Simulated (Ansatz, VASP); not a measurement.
One calculation of Au, two programs

The input INCAR:

```
PREC     = Accurate       # precision mode
ENCUT    = 520            # plane-wave cutoff, eV
EDIFF    = 1E-6           # SCF threshold, eV
ISMEAR   = 0              # smearing method
SIGMA    = 0.15           # smearing width, eV
LREAL    = False          # projectors in reciprocal space
LASPH    = True           # aspherical terms in the spheres
NELM     = 80             # most SCF steps
ALGO     = Fast           # electronic algorithm
ISIF     = 2              # what is computed and relaxed
LWAVE    = False          # write WAVECAR
LCHARG   = False          # write CHGCAR
GGA      = PS             # functional
NBANDS   = 18             # bands
```

KPOINTS

```
regular mesh
0
Gamma
  24 24 24
```

POSCAR

```
Au
1.0
    0.0000000000     -2.0419343851     -2.0419343851
   -2.0419343851      0.0000000000     -2.0419343851
    2.0419343851      2.0419343851     -4.0838687702
Au
2
Direct
    0.4760081444      0.4760081444      0.5000000000
    0.0239918556      0.0239918556      0.0000000000
```

Input for Ansatz:

```yaml
crystal:
  lattice:
    - [0.0, -2.0419343851, -2.0419343851]
    - [-2.0419343851, 0.0, -2.0419343851]
    - [2.0419343851, 2.0419343851, -4.0838687702]
  atoms:
    - { symbol: Au, position: [0.4760081444, 0.4760081444, 0.5] }
    - { symbol: Au, position: [0.0239918556, 0.0239918556, 0.0] }
basis:
  ecutwfc: 420
kpoints:
  mp_grid: { grid: [24, 24, 24] }
hamiltonian:
  xc: pbesol
scf:
  occupations: { method: gaussian, width: 0.15 }
output:
  forces: true
  stress: true
  eigenvalues: true
```

Change from the starting cell: mode 4 (59.0 1/cm) frozen in, largest displacement -0.120 Å.

Alike in both runs: task single point; functional PBEsol; k mesh 24 × 24 × 24; occupations gaussian, width 0.15 eV; no spin polarisation.

|  | VASP | Ansatz |
| --- | --- | --- |
| version | VASP 6.6.1 | Ansatz 0.2.0 |
| potentials or method | VASP PAW PBE potentials, release 64 (Au), cutoff 520 eV | scalar-relativistic, plane waves, PAW |
| valence electrons in the cell | 22 | 38 |

```csv
,VASP,Ansatz,Ansatz less VASP
gap on the k mesh at the Fermi level (eV),none,none,-
pressure (GPa),0.4,0.7,+0.24
"traceless stress, the component that is largest in VASP (GPa)",1.14,1.15,+0.004
rms of the force components (eV/Å),0.171,0.171,+0.0003
```

VASP's potentials were made for PBE, not for PBEsol. Atom by atom the forces differ by 0.000 eV/Å (rms over components). A gap of «none» marks a metal or a gap that the smearing closes. With one functional, cell and mesh, what is left measures potentials, basis and numerics. VASP's potentials hold 22 valence electrons a cell and Ansatz's 38, so a difference there can come from the potentials and not from the codes.

Neither program's run includes spin-orbit coupling.
